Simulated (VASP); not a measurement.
# Be2Ag (P1) in VASP: a series of runs, part 2 of 2

VASP 6.6.1. Earlier steps stand in the parts before.

**3. Single point, LDA**

INCAR reads:

```
  PREC = Accurate
  ENCUT = 520
  EDIFF = 1E-6
  ISMEAR = 1
  SIGMA = 0.15
  LREAL = False
  LASPH = True
  NELM = 100
  ALGO = Normal
  ISIF = 2
  LWAVE = False
  LCHARG = True
  LELF = True
  LVHAR = True
  NBANDS = 24
```

KPOINTS reads:

```
Automatic mesh
0
Gamma
  4 4 4
```

POSCAR reads:

```
Be2Ag
1.0
   -0.0218578800      3.1197820900      3.1554456700
    3.1254439300     -0.0376532000      3.1712410000
    3.1903706300      3.2005051100     -0.1025809000
Ag Be
2 4
Direct
    0.0212109503      0.9863203324      0.9991477795
    0.2505192186      0.2538853171      0.2459649949
    0.6259938190      0.6200854476      0.6309447500
    0.1181814561      0.6202244729      0.5871701439
    0.6105947266      0.6035832205      0.1430319065
    0.6356295151      0.1196060701      0.5985039575
```

Potentials or basis: VASP PAW LDA potentials, release 64 (Ag, Be).

On the command line:

```bash
cat potpaw_LDA.64/Ag/POTCAR potpaw_LDA.64/Be/POTCAR > POTCAR
mpirun -np 1 vasp_std > vasp.out
```

OUTCAR:

```text
PREC = Accurate
   ENCUT = 520
   EDIFF = 1E-6
   ISMEAR = 1
   LREAL = False
   LASPH = True
   NELM = 100
   ISIF = 2

 ion  position               nearest neighbor table
   1  0.021  0.986  0.999-   4 2.49   5 2.51   3 2.56   6 2.59   5 2.62   6 2.63   4 2.66   3 2.69
                             2 2.69   2 2.69   6 2.74   3 2.75   5 2.75   4 2.78   2 2.81   2 2.85
   2  0.251  0.254  0.246-   4 2.44   5 2.50   6 2.55   5 2.62   6 2.63   3 2.64   5 2.67   3 2.67
                             3 2.69   1 2.69   1 2.69   4 2.71   6 2.77   1 2.81   4 2.83   1 2.85
   3  0.626  0.620  0.631-   4 2.10   6 2.18   5 2.25   5 2.28   6 2.28   4 2.35   1 2.56   2 2.64
                             2 2.67   2 2.69   1 2.69   1 2.75
   4  0.118  0.620  0.587-   3 2.10   5 2.14   6 2.19   6 2.27   3 2.35   2 2.44   1 2.49   1 2.66
                             2 2.71   1 2.78   2 2.83
   5  0.611  0.604  0.143-   4 2.14   6 2.16   3 2.25   3 2.28   2 2.50   1 2.51   1 2.62   2 2.62
                             2 2.67   1 2.75
   6  0.636  0.120  0.599-   5 2.16   3 2.18   4 2.19   4 2.27   3 2.28   2 2.55   1 2.59   2 2.63
                             1 2.63   1 2.74   2 2.77

  Warning from LATTYP: Got some problem with cell dimensions!
  Tried to take original basis but could not verify dimensions!
  LATTYP: Found a triclinic cell.
 ALAT       =     7.7009373088
 B/A-ratio  =     0.5789108414
[... 204 lines left out ...]
      2       1.2022      2.00000
      3       1.2260      2.00000
      4       1.6651      2.00000
      5       1.7479      2.00000
      6       1.8168      2.00000
[... 637 lines left out ...]
     23      16.4360      0.00000
     24      17.4892      0.00000

 [... further k-points ...]

------------------------ aborting loop because EDIFF is reached ----------------------------------------

  FORCE on cell =-STRESS in cart. coord.  units (eV):
  Direction    XX          YY          ZZ          XY          YZ          ZX
  --------------------------------------------------------------------------------------
  -------------------------------------------------------------------------------------
  Total       -1.3296632     -1.3077413     -1.8945770     -0.5126625      1.1555936      1.3681331
  in kB      -32.9118432    -32.3692321    -46.8945994    -12.6894305     28.6032694     33.8640504
  external PRESSURE =     -37.3918916 kB  Pullay stress =       0.0000000 kB

 VOLUME and BASIS-vectors are now :
 -----------------------------------------------------------------------------
  energy-cutoff  :      520.00
  volume of cell :       64.73
      direct lattice vectors                 reciprocal lattice vectors
    -0.021857880  3.119782090  3.155445670    -0.156740942  0.161257213  0.156392048
     3.125443930 -0.037653200  3.171241000     0.160963760 -0.155490940  0.154848547
     3.190370630  3.200505110 -0.102580900     0.154681329  0.153431376 -0.150625776

 POSITION                                       TOTAL-FORCE (eV/Angst)
 -----------------------------------------------------------------------------------
      6.26988      3.22681      3.09230        -0.032869     -0.815001     -0.054925
      1.57275      1.55922      1.57040        -0.252805      0.295454     -0.311550
      3.93731      3.94896      3.87701        -0.285174     -0.454471     -0.634466
      3.80918      2.22459      2.27956         0.542493      0.887530      0.210916
      2.32944      2.33997      3.82613        -0.387359     -0.278856      0.938524
      2.26938      3.89404      2.32360         0.415713      0.365343     -0.148500
 -----------------------------------------------------------------------------------
    total drift:                                0.000300      0.000361      0.000054

  FREE ENERGIE OF THE ION-ELECTRON SYSTEM (eV)
  ---------------------------------------------------
  free  energy   TOTEN  =       -24.1846573701 eV

  energy  without entropy=      -24.1792881777  energy(sigma->0) =      -24.18286764
```

OSZICAR:

```text
N       E                     dE             d eps       ncg     rms          rms(c)
DAV:   1     0.133269504924E+03    0.13327E+03   -0.13826E+04  1736   0.115E+03
DAV:   2    -0.249930308702E+02   -0.15826E+03   -0.14788E+03  1952   0.248E+02
DAV:   3    -0.290363988729E+02   -0.40434E+01   -0.40165E+01  2224   0.407E+01
DAV:   4    -0.290531139586E+02   -0.16715E-01   -0.16713E-01  1864   0.274E+00
DAV:   5    -0.290532263435E+02   -0.11238E-03   -0.11238E-03  2256   0.239E-01    0.151E+01
DAV:   6    -0.247209832618E+02    0.43322E+01   -0.20813E+01  2016   0.503E+01    0.125E+01
DAV:   7    -0.242458833186E+02    0.47510E+00   -0.26008E+00  1856   0.161E+01    0.413E+00
DAV:   8    -0.241971309633E+02    0.48752E-01   -0.15827E-01  2120   0.333E+00    0.113E+00
DAV:   9    -0.241848470996E+02    0.12284E-01   -0.15767E-02  1976   0.145E+00    0.111E-01
DAV:  10    -0.241847283297E+02    0.11877E-03   -0.12339E-03  2056   0.213E-01    0.823E-02
DAV:  11    -0.241846561835E+02    0.72146E-04   -0.12073E-04  1976   0.111E-01    0.167E-02
DAV:  12    -0.241846573565E+02   -0.11730E-05   -0.14940E-05  2056   0.269E-02    0.765E-03
DAV:  13    -0.241846573701E+02   -0.13672E-07   -0.33525E-07  1096   0.784E-03
   1 F= -.24184657E+02 E0= -.24182868E+02  d E =-.536919E-02
```

Wall time 31 s (1 thread of Intel Xeon Platinum 8488C (Sapphire Rapids), shared host); peak memory 0.2 GiB.

Results:

| Property | Result |
| --- | --- |
| Free energy | -24.1847 eV |
| Pressure | -3.7 GPa |
| Largest force | 1.061 eV/Å |
| Band gap on the k mesh | zero (band 15 reaches 8.64 eV, above the bottom of band 16 at 6.46 eV) |

Forces in eV/Å, atoms in the order of the input:
```
Ag  -0.033 -0.815 -0.055
Ag  -0.253  0.295 -0.312
Be  -0.285 -0.454 -0.634
Be   0.542  0.888  0.211
Be  -0.387 -0.279  0.939
Be   0.416  0.365 -0.148
```

Levels at points of the mesh, in eV from the Fermi level:
| k point | band 11 | band 12 | band 13 | band 14 | band 15 | band 16 | band 17 | band 18 | band 19 | band 20 |
| --- | --- | --- | --- | --- | --- | --- | --- | --- | --- | --- |
| (0.00, 0.00, 0.00) | -4.47 | -3.37 | 0.12 | 0.43 | 0.65 | 2.30 | 3.08 | 3.35 | 3.63 | 4.22 |
| (0.50, 0.00, 0.00) | -4.73 | -4.66 | -2.63 | -1.01 | -0.78 | 1.77 | 1.92 | 3.37 | 4.85 | 5.69 |
| (0.00, 0.50, 0.00) | -4.55 | -4.39 | -2.59 | -0.90 | -0.78 | 1.73 | 1.94 | 3.33 | 4.91 | 5.97 |
| (0.50, 0.50, 0.00) | -4.36 | -4.30 | -3.30 | -3.16 | -1.57 | -1.51 | 5.10 | 5.18 | 6.33 | 6.79 |
| (0.00, 0.00, 0.50) | -4.64 | -4.56 | -2.59 | -0.76 | -0.58 | 1.96 | 2.16 | 3.67 | 5.28 | 5.71 |
| (0.50, 0.00, 0.50) | -4.43 | -4.27 | -3.48 | -3.13 | -1.68 | -1.49 | 5.09 | 5.55 | 6.19 | 6.58 |
| (0.00, 0.50, 0.50) | -4.40 | -4.33 | -3.57 | -3.10 | -1.65 | -1.52 | 5.08 | 5.72 | 6.19 | 6.39 |
| (0.50, 0.50, 0.50) | -4.58 | -4.51 | -2.63 | -1.07 | -0.78 | 1.52 | 1.80 | 3.30 | 5.38 | 5.69 |

Caveat: the k points lie up to 0.43 Å⁻¹ apart; forces of over 1 eV/Å act on the atoms, so gaps and moduli don't describe the material at rest.

**4. Single point, LDA**

INCAR reads:

```
SYSTEM = Be2Ag
  PREC = Accurate
  ENCUT = 520
  EDIFF = 1E-6
  ISMEAR = 1
  SIGMA = 0.15
  LREAL = .False.
  LASPH = .True.
  NELM = 100
  ALGO = Normal
  ISIF = 2
  LWAVE = .False.
  LCHARG = .False.
  NBANDS = 24
```

KPOINTS reads:

```
regular mesh
0
Gamma
  4 4 4
  0 0 0
```

POSCAR reads:

```
Be2Ag
1.0
   -0.0218578800      3.1197820900      3.1554456700
    3.1254439300     -0.0376532000      3.1712410000
    3.1903706300      3.2005051100     -0.1025809000
Ag Be
2 4
Direct
    0.0241740332      0.9814934108      0.9992502877
    0.2479302993      0.2599609587      0.2460929846
    0.6212941684      0.6093633145      0.6353319210
    0.1156490170      0.6184677220      0.5860095493
    0.6132414038      0.6024444162      0.1362180021
    0.6357373227      0.1182801647      0.5993268711
```

On the command line:

```bash
cat potpaw_LDA.64/Ag/POTCAR potpaw_LDA.64/Be/POTCAR > POTCAR
mpirun -np 1 vasp_std > vasp.out
```

Wall time 30 s (1 thread of Intel Xeon Platinum 8488C (Sapphire Rapids), shared host); peak memory 0.19 GiB.

The run converged. Its results:

```
Free energy            : -24.1871 eV
Pressure               : -3.6 GPa
Largest force          : 1.070 eV/Å
Band gap on the k mesh : zero (band 15 reaches 8.64 eV, above the bottom of band 16 at 6.48 eV)
```

Forces in eV/Å, atoms in the order of the input:
```
Ag   0.135 -0.968  0.053
Ag  -0.551  0.339 -0.545
Be  -0.154 -0.408 -0.334
Be   0.532  0.896  0.244
Be  -0.244 -0.158  0.817
Be   0.283  0.299 -0.235
```

Stress tensor (GPa, compression positive):
```
-3.08 -1.50  3.78
-1.50 -2.99  2.31
 3.78  2.31 -4.71
```

Levels at points of the mesh, in eV from the Fermi level:
```csv
k point,band 11,band 12,band 13,band 14,band 15,band 16,band 17,band 18,band 19,band 20
"(0.00, 0.00, 0.00)",-4.47,-3.34,0.12,0.43,0.66,2.30,3.02,3.40,3.72,4.15
"(0.50, 0.00, 0.00)",-4.76,-4.69,-2.63,-1.03,-0.74,1.78,1.91,3.38,4.97,5.66
"(0.00, 0.50, 0.00)",-4.51,-4.32,-2.57,-0.91,-0.77,1.73,1.92,3.31,5.03,5.96
"(0.50, 0.50, 0.00)",-4.36,-4.29,-3.30,-3.14,-1.59,-1.48,5.17,5.27,6.29,6.70
"(0.00, 0.00, 0.50)",-4.64,-4.54,-2.57,-0.77,-0.55,1.93,2.19,3.67,5.31,5.76
"(0.50, 0.00, 0.50)",-4.43,-4.26,-3.48,-3.11,-1.68,-1.48,5.11,5.65,6.07,6.57
"(0.00, 0.50, 0.50)",-4.39,-4.36,-3.57,-3.09,-1.63,-1.50,5.09,5.84,6.09,6.34
"(0.50, 0.50, 0.50)",-4.60,-4.51,-2.62,-1.09,-0.75,1.51,1.82,3.29,5.48,5.55
```

Caveat: the k points lie up to 0.43 Å⁻¹ apart; forces of over 1 eV/Å act on the atoms, so gaps and moduli don't describe the material at rest.
